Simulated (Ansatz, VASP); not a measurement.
**MgO: VASP beside Ansatz**

File INCAR:

```
PREC     = Accurate       # precision mode
ENCUT    = 840            # plane-wave cutoff, eV
EDIFF    = 1E-6           # SCF threshold, eV
ISMEAR   = 0              # smearing method
SIGMA    = 0.05           # smearing width, eV
LREAL    = False          # projectors in reciprocal space
LASPH    = True           # aspherical terms in the spheres
NELM     = 120            # most SCF steps
ALGO     = Normal         # electronic algorithm
ISIF     = 2              # what is computed and relaxed
LWAVE    = False          # write WAVECAR
LCHARG   = False          # write CHGCAR
NBANDS   = 60             # bands
GGA_COMPAT= False
```

The input KPOINTS:

```
regular mesh
0
Gamma
  9 9 2
```

The input POSCAR:

```
MgO
1.0
    2.0806186598     -2.0806186598      0.0000000000
    2.0806186598      0.0000000000     -2.0806186598
    8.5245472333      8.5245472333      8.5245472333
Mg O
6 6
Direct
    1.0000000000      0.0000000000      0.3661107041
    0.3333333333      0.3333333333      0.2033948356
    0.6666666667      0.6666666667      0.5288265726
    1.0000000000      1.0000000000      0.8542583096
    0.3333333333      0.3333333333      0.6915424411
    0.6666666667      0.6666666667      0.0406789671
    0.6666666667      0.6666666667      0.2847527699
    0.0000000000      0.0000000000      0.1220369014
    0.3333333333      0.3333333333      0.4474686383
    0.6666666667      0.6666666667      0.7729003753
    1.0000000000      1.0000000000      0.6101845068
    0.3333333333      0.3333333333      0.9356162438
```

Input for Ansatz:

```yaml
crystal:
  lattice:
    - [2.0806186598, -2.0806186598, 0.0]
    - [2.0806186598, 0.0, -2.0806186598]
    - [8.5245472333, 8.5245472333, 8.5245472333]
  atoms:
    - { symbol: Mg, position: [1.0, 0.0, 0.3661107041] }
    - { symbol: Mg, position: [0.3333333333, 0.3333333333, 0.2033948356] }
    - { symbol: Mg, position: [0.6666666667, 0.6666666667, 0.5288265726] }
    - { symbol: Mg, position: [1.0, 1.0, 0.8542583096] }
    - { symbol: Mg, position: [0.3333333333, 0.3333333333, 0.6915424411] }
    - { symbol: Mg, position: [0.6666666667, 0.6666666667, 0.0406789671] }
    - { symbol: O, position: [0.6666666667, 0.6666666667, 0.2847527699] }
    - { symbol: O, position: [0.0, 0.0, 0.1220369014] }
    - { symbol: O, position: [0.3333333333, 0.3333333333, 0.4474686383] }
    - { symbol: O, position: [0.6666666667, 0.6666666667, 0.7729003753] }
    - { symbol: O, position: [1.0, 1.0, 0.6101845068] }
    - { symbol: O, position: [0.3333333333, 0.3333333333, 0.9356162438] }
basis:
  ecutwfc: 520.0
kpoints:
  mp_grid: { grid: [9, 9, 2] }
hamiltonian:
  xc: lda
  pseudopotentials: { kind: paw, azcp: { folder: soft_1 } }
scf:
  occupations: { method: gaussian, width: 0.05 }
output:
  forces: true
  stress: true
  eigenvalues: true
```

Alike in both runs: task single point; functional LDA; k mesh 9 × 9 × 2; occupations gaussian, width 0.05 eV; no spin polarisation.

|  | VASP | Ansatz |
| --- | --- | --- |
| version | VASP 6.6.1 | Ansatz 0.2.0 |
| potentials or method | VASP PAW LDA potentials, release 64 (Mg_sv, O), cutoff 840 eV | scalar-relativistic, plane waves, PAW |
| valence electrons in the cell | 96 | 96 |

```csv
,VASP,Ansatz,Ansatz less VASP
gap on the k mesh at the Fermi level (eV),3.24,3.23,-0.010
least direct gap on the mesh (eV),3.24,3.23,-0.010
pressure (GPa),-2.4,-2.8,-0.41
"traceless stress, the component that is largest in VASP (GPa)",-2.70,-2.70,-0.001
rms of the force components (eV/Å),0.614,0.609,-0.0053
```

Ansatz warns that its potentials were made for another functional, while VASP's fit it. LDA's correlation is that of Perdew and Zunger in VASP and of Perdew and Wang (1992) in Ansatz. Atom by atom the forces differ by 0.006 eV/Å (rms over components).
